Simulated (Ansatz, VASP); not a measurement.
**BaTiO3 in VASP and in Ansatz**

```xyz
5
Lattice="3.9303 0.0000 0.0000 0.0000 2.7987 2.8073 0.0000 -2.7987 2.8073" Properties=species:S:1:pos:R:3 pbc="T T T"
Ba    0.0000    0.0000    0.0000
Ti    1.9651    0.0000    2.8517
O     0.0000    0.0000    2.7630
O     1.9651   -1.3747    4.2004
O     1.9651    1.3747    4.2004
```

Change from the starting cell: volume scaled by 0.96, crystal datasets.

Alike in both runs: task electric field gradients; functional PBEsol; k mesh 8 × 8 × 8; occupations fermi-dirac, width 0.05 eV; no spin polarisation.

```csv
,VASP,Ansatz
version,VASP 6.6.1,Ansatz 0.2.0
potentials or method,"VASP PAW PBE potentials, release 64 (Ba_sv, Ti_sv, O), cutoff 520 eV","all-electron PAW with datasets made for the crystal, scalar-relativistic"
```

```tsv
	VASP	Ansatz	Ansatz less VASP
gap on the k mesh at the Fermi level (eV)	1.82	1.89	+0.066
pressure (GPa)	4.9	2.8	-2.09
traceless stress, the component that is largest in VASP (GPa)	0.81	0.79	-0.018
rms of the force components (eV/Å)	0.062	0.063	+0.0009
size of Vzz on the site where it differs most (V/Å²)	6.3	6.4	+0.20
```

VASP's potentials were made for PBE, not for PBEsol. Atom by atom the forces differ by 0.010 eV/Å (rms over components). Ansatz ran all-electron here, and VASP with PAW potentials.

Neither program's run includes spin-orbit coupling.
